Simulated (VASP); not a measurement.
# GaP (F-43m) in VASP: notebook

The runs below take GaP through single point, relaxation of cell and atoms, with BLYP+D4, PBE.

Program: VASP 6.6.1. These are calculated values, not measurements. Logs are shortened: lines on timing, memory, paths and dates and some standing lists are left out, and cuts for length are marked.

**What was measured.**

From “Stacking defects in GaP nanowires: Electronic structure and optical properties”, 2018, arxiv:1810.01194, for a bulk crystal of GaP at 10 K: band gap 2.34 eV (indirect).

How close the calculation comes is told below.

### 1 The cell of the first run

It takes space group F-43m (No. 216, cubic). Conventional cell: a = 5.442 Å, b = 5.442 Å, c = 5.442 Å, α = 90.00°, β = 90.00°, γ = 90.00°. Within 3.1 Å of Ga (site symmetry -43m) lie 4 P at 2.36 Å. P (site symmetry -43m) has 4 Ga at 2.36 Å within 3.1 Å.

### 2 Single point, BLYP+D4

Contents of INCAR:

```
PREC = Accurate
ENCUT = 520
EDIFF = 1E-6
ISMEAR = -1
SIGMA = 0.05
LREAL = False
LASPH = True
NELM = 80
ALGO = Normal
ISIF = 2
LWAVE = False
LCHARG = False
GGA = B5
ALDAX = 1.0
AGGAX = 1.0
AGGAC = 1.0
ALDAC = 0.0
IVDW = 13
VDW_S6 = 1.0
VDW_S8 = 2.34076671
VDW_A1 = 0.44488865
VDW_A2 = 4.0933009
NBANDS = 16
```

Contents of KPOINTS:

```
Automatic mesh
0
Gamma
  8 8 8
```

Contents of POSCAR:

```
GaP
1.0
    0.0000000000      2.7209456687      2.7209456687
    2.7209456687      0.0000000000      2.7209456687
    2.7209456687      2.7209456687      0.0000000000
Ga P
1 1
Direct
    0.0000000000      0.0000000000      0.0000000000
    0.7500000000      0.7500000000      0.7500000000
```

Potentials or basis: VASP PAW PBE potentials, release 64 (Ga_d, P).

On the command line:

```console
> cat potpaw_PBE.64/Ga_d/POTCAR potpaw_PBE.64/P/POTCAR > POTCAR
> mpirun -np 1 vasp_std > vasp.out
```

OUTCAR:

```text
PREC = Accurate
   ENCUT = 520
   EDIFF = 1E-6
   ISMEAR = -1
   LREAL = False
   LASPH = True
   NELM = 80
   ISIF = 2
   GGA = B5
   IVDW = 13

 ion  position               nearest neighbor table
   1  0.000  0.000  0.000-   2 2.36   2 2.36   2 2.36   2 2.36
   2  0.750  0.750  0.750-   1 2.36   1 2.36   1 2.36   1 2.36

  LATTYP: Found a face centered cubic cell.
 ALAT       =     5.4418913374

  Lattice vectors:

 A1 = (   0.0000000000,   2.7209456687,   2.7209456687)
 A2 = (   2.7209456687,   0.0000000000,   2.7209456687)
 A3 = (   2.7209456687,   2.7209456687,   0.0000000000)

Analysis of symmetry for initial positions (statically):
[... 5 lines left out ...]
 face centered cubic supercell.

 Subroutine GETGRP returns: Found 24 space group operations
 (whereof 24 operations were pure point group operations)
 out of a pool of 48 trial point group operations.

The static configuration has the point symmetry T_d .

Analysis of symmetry for dynamics (positions and initial velocities):
[... 5 lines left out ...]
 face centered cubic supercell.

 Subroutine GETGRP returns: Found 24 space group operations
 (whereof 24 operations were pure point group operations)
 out of a pool of 48 trial point group operations.

The dynamic configuration has the point symmetry T_d .

 Subroutine INISYM returns: Found 24 space group operations
 (whereof 24 operations are pure point group operations),
 and found     1 'primitive' translations

----------------------------------------------------------------------------------------

                                     Primitive cell

  volume of cell :      40.2893

  direct lattice vectors                    reciprocal lattice vectors
     0.000000000  2.720945669  2.720945669    -0.183759641  0.183759641  0.183759641
     2.720945669  0.000000000  2.720945669     0.183759641 -0.183759641  0.183759641
     2.720945669  2.720945669  0.000000000     0.183759641  0.183759641 -0.183759641

  length of vectors
     3.847998267  3.847998267  3.847998267     0.318281035  0.318281035  0.318281035

  position of ions in fractional coordinates (direct lattice)
     0.000000000  0.000000000  0.000000000
     0.750000000  0.750000000  0.750000000

  ion indices of the primitive-cell ions
   primitive index   ion index
                 1           1
                 2           2

----------------------------------------------------------------------------------------

 KPOINTS: Automatic mesh

Automatic generation of k-mesh.
 Grid dimensions read from file:
 generate k-points for:    8    8    8

 Generating k-lattice:

  Cartesian coordinates                     Fractional coordinates (reciprocal lattice)
    -0.022969955  0.022969955  0.022969955     0.125000000  0.000000000  0.000000000
     0.022969955 -0.022969955  0.022969955     0.000000000  0.125000000  0.000000000
     0.022969955  0.022969955 -0.022969955     0.000000000  0.000000000  0.125000000

  Length of vectors
     0.039785129  0.039785129  0.039785129

  Shift w.r.t. Gamma in fractional coordinates (k-lattice)
     0.000000000  0.000000000  0.000000000

 Subroutine IBZKPT returns following result:
 ===========================================

 Found     29 irreducible k-points:

 Following reciprocal coordinates:
            Coordinates               Weight
  0.000000  0.000000  0.000000      1.000000
  0.125000  0.000000  0.000000      8.000000
  0.250000  0.000000  0.000000      8.000000
  0.375000  0.000000  0.000000      8.000000
  0.500000  0.000000  0.000000      4.000000
  0.125000  0.125000  0.000000      6.000000
[... 16 lines left out ...]
  0.500000  0.250000  0.125000     48.000000
 -0.375000  0.250000  0.125000     24.000000
 [... further k-points ...]
   k-points           NKPTS =     29   k-points in BZ     NKDIM =     29   number of bands    NBANDS=     16
   number of dos      NEDOS =    301   number of ions     NIONS =      2
   total plane-waves  NPLWV =  27000
   dimension x,y,z NGX =    30 NGY =   30 NGZ =   30
   dimension x,y,z NGXF=    60 NGYF=   60 NGZF=   60
   ions per type =               1   1
   NGX,Y,Z   is equivalent  to a cutoff of  12.96, 12.96, 12.96 a.u.
   NGXF,Y,Z  is equivalent  to a cutoff of  25.92, 25.92, 25.92 a.u.
 SYSTEM =  unknown system
   PREC   = accura    normal or accurate (medium, high low for compatibility)
   ISTART =      0    job   : 0-new  1-cont  2-samecut
   ICHARG =      2    charge: 1-file 2-atom 10-const
   ISPIN  =      1    spin polarized calculation?
   LNONCOLLINEAR =      F non collinear calculations
   LSORBIT =      F    spin-orbit coupling
   LASPH  =      T    aspherical Exc in radial PAW
   ENCUT  =  520.0 eV  38.22 Ry    6.18 a.u.   7.15  7.15  7.15*2*pi/ulx,y,z
   NELM   =     80;   NELMIN=  2; NELMDL= -5     # of ELM steps
   EDIFF  = 0.1E-05   stopping-criterion for ELM
   LREAL  =      F    real-space projection
   EDIFFG = 0.1E-04   stopping-criterion for IOM
   NSW    =      0    number of steps for IOM
   IBRION =     -1    ionic relax: 0-MD 1-quasi-New 2-CG
   NFREE  =      0    steps in history (QN), initial steepest desc. (CG)
   ISIF   =      2    stress and relaxation
   ISYM   =      2    0-nonsym 1-usesym 2-fastsym
   POTIM  = 0.5000    time-step for ionic-motion
   TEBEG  =    0.0;   TEEND  =   0.0 temperature during run
   PSTRESS=    0.0 pullay stress
   NELECT =      18.0000    total number of electrons
   NUPDOWN=      -1.0000    fix difference up-down
   EMIN   =  10.00;   EMAX   =-10.00  energy-range for DOS
   EFERMI =   0.00;   METHOD = LEGACY
   ISMEAR =    -1;   SIGMA  =   0.05  broadening in eV -4-tet -1-fermi 0-gaus
   EFERMI_NEDOS =   21; number of points for ismear=-14 and -15
   IALGO  =     38    algorithm
   IMIX   =      4    mixing-type and parameters
     AMIX     =   0.40;   BMIX     =  1.00
     AMIX_MAG =   1.60;   BMIX_MAG =  1.00
  volume/ion in A,a.u.               =      20.14       135.94
  Fermi-wavevector in a.u.,A,eV,Ry     =   1.251514  2.365019 21.310641  1.566288
  Thomas-Fermi vector in A             =   2.385458
   LORBIT       =      0    0 simple, 1 ext, 2 COOP (PROOUT), +10 PAW based schemes
   GGA     = B5    functional components
   LHFCALC =     F    Hartree Fock is set to
   AEXX    =    0.0000 exact exchange contribution
   IVDW    =    13    specifies the selected vdW correction
   LEPSILON=     F    determine dielectric tensor
   LRPA    =     F    only Hartree local field effects (RPA)
 non-spin polarized calculation
  energy-cutoff  :      520.00
  volume of cell :       40.29
 maximum number of plane-waves:      1106
 NGX is ok and might be reduce to    30
   NGX = 15   NGY = 15   NGZ = 15

 number of electron      17.9999988 magnetization

 Free energy of the ion-electron system (eV)
  ---------------------------------------------------
  ext. energy  EPLUGINS =         0.00000000
  ---------------------------------------------------
  free energy    TOTEN  =        -7.73889854 eV

  energy without entropy =       -7.73889854  energy(sigma->0) =       -7.73889854

 E-fermi :   5.9477     XC(G=0):  -9.2794

 val. band max:        5.1158321170   @ k =   0.0000   0.0000   0.0000
 cond. band min:       6.8127267755   @ k =   0.5000   0.0000   0.0000
 fundamental gap:      1.6968946584
 Fermi energy:         5.9476815080

 k-point     1 :       0.0000    0.0000    0.0000
  band No.  band energies     occupation
      1      -9.5137      2.00000
      2      -9.5137      2.00000
      3      -9.5137      2.00000
      4      -9.4127      2.00000
      5      -9.4127      2.00000
      6      -7.3878      2.00000
[... 8 lines left out ...]
     15      15.0642      0.00000
     16      15.0642      0.00000

 k-point     2 :       0.1250    0.0000    0.0000
  band No.  band energies     occupation
      1      -9.5272      2.00000
      2      -9.5090      2.00000
      3      -9.5090      2.00000
      4      -9.4127      2.00000
      5      -9.4127      2.00000
      6      -7.1861      2.00000
[... 8 lines left out ...]
     15      14.4571      0.00000
     16      15.0451      0.00000

 k-point     3 :       0.2500    0.0000    0.0000
  band No.  band energies     occupation
      1      -9.5571      2.00000
      2      -9.4989      2.00000
      3      -9.4989      2.00000
      4      -9.4114      2.00000
      5      -9.4114      2.00000
      6      -6.6149      2.00000
[... 8 lines left out ...]
     15      14.2719      0.00000
     16      15.3040      0.00000

 k-point     4 :       0.3750    0.0000    0.0000
  band No.  band energies     occupation
      1      -9.5840      2.00000
      2      -9.4911      2.00000
      3      -9.4911      2.00000
      4      -9.4077      2.00000
      5      -9.4077      2.00000
      6      -5.8200      2.00000
[... 8 lines left out ...]
     15      15.4449      0.00000
     16      15.4449      0.00000

 k-point     5 :       0.5000    0.0000    0.0000
  band No.  band energies     occupation
      1      -9.5946      2.00000
      2      -9.4887      2.00000
      3      -9.4887      2.00000
      4      -9.4054      2.00000
      5      -9.4054      2.00000
      6      -5.3352      2.00000
[... 8 lines left out ...]
     15      16.9422      0.00000
     16      16.9422      0.00000

 k-point     6 :       0.1250    0.1250    0.0000
  band No.  band energies     occupation
      1      -9.5360      2.00000
      2      -9.5045      2.00000
      3      -9.5045      2.00000
      4      -9.4168      2.00000
      5      -9.4095      2.00000
      6      -7.1191      2.00000
[... 8 lines left out ...]
     15      15.3076      0.00000
     16      15.4085      0.00000
[... 267 lines left out ...]
 k-point    21 :       0.5000    0.5000    0.0000
  band No.  band energies     occupation
      1      -9.6312      2.00000
      2      -9.4483      2.00000
      3      -9.4483      2.00000
      4      -9.4479      2.00000
      5      -9.3909      2.00000
      6      -4.4317      2.00000
[... 8 lines left out ...]
     15      17.6525      0.00000
     16      18.2270      0.00000

 k-point    22 :       0.3750    0.2500    0.1250
  band No.  band energies     occupation
      1      -9.5804      2.00000
      2      -9.4869      2.00000
      3      -9.4829      2.00000
      4      -9.4233      2.00000
      5      -9.4036      2.00000
      6      -6.1287      2.00000
[... 8 lines left out ...]
     15      16.3646      0.00000
     16      17.7166      0.00000

 k-point    23 :       0.5000    0.2500    0.1250
  band No.  band energies     occupation
      1      -9.5957      2.00000
      2      -9.4831      2.00000
      3      -9.4737      2.00000
      4      -9.4212      2.00000
      5      -9.4037      2.00000
      6      -5.3796      2.00000
[... 8 lines left out ...]
     15      16.7746      0.00000
     16      18.1249      0.00000

 k-point    24 :      -0.3750    0.2500    0.1250
  band No.  band energies     occupation
      1      -9.6014      2.00000
      2      -9.4825      2.00000
      3      -9.4705      2.00000
      4      -9.4177      2.00000
      5      -9.4054      2.00000
      6      -4.9291      2.00000
[... 8 lines left out ...]
     15      17.2877      0.00000
     16      17.7479      0.00000

 [... further k-points ...]

------------------------ aborting loop because EDIFF is reached ----------------------------------------

  DFT-D4 for vdW energy calculation

  Edisp (eV):   -1.57884

  FORCE on cell =-STRESS in cart. coord.  units (eV):
  Direction    XX          YY          ZZ          XY          YZ          ZX
  --------------------------------------------------------------------------------------
  -------------------------------------------------------------------------------------
  Total       0.03449     0.03449     0.03449     0.00000     0.00000    -0.00000
  in kB       1.37151     1.37151     1.37151     0.00000     0.00000    -0.00000
  external pressure =        1.37 kB  Pullay stress =        0.00 kB

 VOLUME and BASIS-vectors are now :
 -----------------------------------------------------------------------------
  energy-cutoff  :      520.00
  volume of cell :       40.29
      direct lattice vectors                 reciprocal lattice vectors
     0.000000000  2.720945669  2.720945669    -0.183759641  0.183759641  0.183759641
     2.720945669  0.000000000  2.720945669     0.183759641 -0.183759641  0.183759641
     2.720945669  2.720945669  0.000000000     0.183759641  0.183759641 -0.183759641

 POSITION                                       TOTAL-FORCE (eV/Angst)
 -----------------------------------------------------------------------------------
      0.00000      0.00000      0.00000        -0.000000     -0.000000     -0.000000
      4.08142      4.08142      4.08142         0.000000      0.000000      0.000000
 -----------------------------------------------------------------------------------
    total drift:                               -0.000000     -0.000000     -0.000000

  FREE ENERGIE OF THE ION-ELECTRON SYSTEM (eV)
  ---------------------------------------------------
  free  energy   TOTEN  =        -9.3177411542 eV

  energy  without entropy=       -9.3177411528  energy(sigma->0) =       -9.31774115
```

It took 34 s on 1 thread of Intel Xeon Platinum 8488C (Sapphire Rapids), shared host; peak memory 0.17 GiB.

What came out:

- Free energy: -9.3177 eV
- Pressure: 0.1 GPa
- Band gap on the k mesh: 1.70 eV, indirect (least direct gap 1.77 eV)
- Dispersion energy per atom: -0.789 eV

Levels at points of the mesh, in eV from the valence-band top:
| k point | band 5 | band 6 | band 7 | band 8 | band 9 | band 10 | band 11 | band 12 | band 13 | band 14 |
| --- | --- | --- | --- | --- | --- | --- | --- | --- | --- | --- |
| (0.00, 0.00, 0.00) | -14.53 | -12.50 | 0.00 | 0.00 | 0.00 | 1.77 | 3.94 | 3.94 | 3.94 | 9.05 |
| (0.50, 0.00, 0.00) | -14.52 | -10.45 | -6.62 | -1.12 | -1.12 | 1.70 | 4.82 | 4.82 | 8.52 | 11.01 |
| (0.50, 0.50, 0.00) | -14.51 | -9.55 | -6.78 | -2.66 | -2.66 | 1.82 | 1.93 | 10.61 | 10.61 | 11.24 |

Caveat: the PAW data sets were made with another functional, which shifts forces and pressure a little.

[end of part 1 of 2]
